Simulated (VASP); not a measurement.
Crystal: Si3O2.

```
Si O
1.0
     3.47795    0.00000    0.00000
    -1.73897    3.01199    0.00000
     0.00000    0.00000    5.43205
Si O
3 2
Direct
  0.25000 0.25000 0.00000
  0.75000 0.00000 0.00000
  0.00000 0.75000 0.00000
  0.33333 0.66667 0.25000
  0.66667 0.33333 0.75000
```

* Program: VASP 6.6.1
* Task: relaxation of cell and atoms
* Functional: PBE
* Potentials or basis: VASP PAW PBE potentials, release 64 (Si, O_h)
* Cutoff: 910 eV
* k mesh: 6 × 6 × 4
* Occupations: gaussian, width 0.1 eV
* Spin: no spin polarisation

At the start: pressure 193.9 GPa; volume 11.38 Å³/atom.

Q: How do energy, volume and symmetry change on relaxing?

A: Over 29 steps the energy falls by 6299.7 meV/atom and the volume is 14.49 Å³/atom (+27.3 %); space group P321 (No. 150, to 0.05 Å).

Step by step:
| step | energy change (eV) | largest force (eV/Å) | pressure (GPa) | volume (Å³) |
| --- | --- | --- | --- | --- |
| 1 | 0.0000 | 64.7731 | 193.86 | 56.90 |
| 2 | 15.2066 | 23.9371 | -14.31 | 229.93 |
| 3 | 26.8485 | 1.6525 | -30.47 | 301.93 |
| 4 | 17.5949 | 1.2954 | -32.08 | 268.01 |
| 5 | 11.8776 | 1.1730 | -31.28 | 248.59 |
| 6 | 10.0902 | 3.5378 | -28.41 | 239.16 |
| 7 | 90.6134 | 222.3373 | 626.55 | 43.11 |
| 8 | 8.0287 | 26.8063 | -11.66 | 195.02 |
| 9 | 4.9495 | 41.5834 | 3.26 | 159.31 |
| 10 | -6.1410 | 35.4985 | 4.73 | 129.66 |
| 11 | -16.1886 | 36.1373 | 103.56 | 62.02 |
| 12 | -9.9337 | 36.3554 | 209.55 | 48.07 |
| 13 | -20.0819 | 13.0347 | 167.77 | 47.58 |
| 14 | -20.0992 | 13.4696 | 168.87 | 47.54 |
| 15 | -25.8755 | 7.3316 | 96.09 | 53.05 |
| 16 | -30.1742 | 2.7232 | 29.10 | 62.64 |
| 17 | -30.8054 | 2.9606 | 10.32 | 67.60 |
| 18 | -30.8755 | 3.0022 | 3.03 | 70.20 |
| 19 | -30.8727 | 3.0051 | 1.76 | 70.71 |
| 20 | -31.0435 | 2.4581 | 0.74 | 71.04 |
| 21 | -31.3631 | 1.1779 | -1.32 | 72.04 |
| 22 | -31.4416 | 0.4271 | -2.28 | 74.01 |
| 23 | -31.4747 | 0.1747 | -2.26 | 73.40 |
| 24 | -31.4760 | 0.2577 | -2.23 | 73.25 |
| 25 | -31.4894 | 0.1631 | -0.80 | 72.67 |
| 26 | -31.4943 | 0.2016 | 0.68 | 72.09 |
| 27 | -31.4969 | 0.1080 | 0.42 | 72.22 |
| 28 | -31.4985 | 0.0476 | 0.04 | 72.42 |
| 29 | -31.4987 | 0.0338 | 0.06 | 72.45 |

Final structure:
```cif
data_structure
_symmetry_space_group_name_H-M 'P 1'
_symmetry_Int_Tables_number 1
_cell_length_a 4.2056
_cell_length_b 4.2056
_cell_length_c 4.7300
_cell_angle_alpha 90.000
_cell_angle_beta 90.000
_cell_angle_gamma 120.000
_cell_volume 72.45
loop_
_atom_site_label
_atom_site_type_symbol
_atom_site_fract_x
_atom_site_fract_y
_atom_site_fract_z
_atom_site_occupancy
Si1 Si 0.35786 0.35786 0.00000 1
Si2 Si 0.64214 0.00000 0.00000 1
Si3 Si 0.00000 0.64214 0.00000 1
O1 O 0.33333 0.66667 0.28553 1
O2 O 0.66667 0.33333 0.71447 1
```

Caveat: the cutoff is under 1.25 times the usual one of these potentials, so pressure, stress and relaxed cells hold a basis-set (Pulay) error; the volume moved by over 15 % at a fixed basis, so the end points are rough.
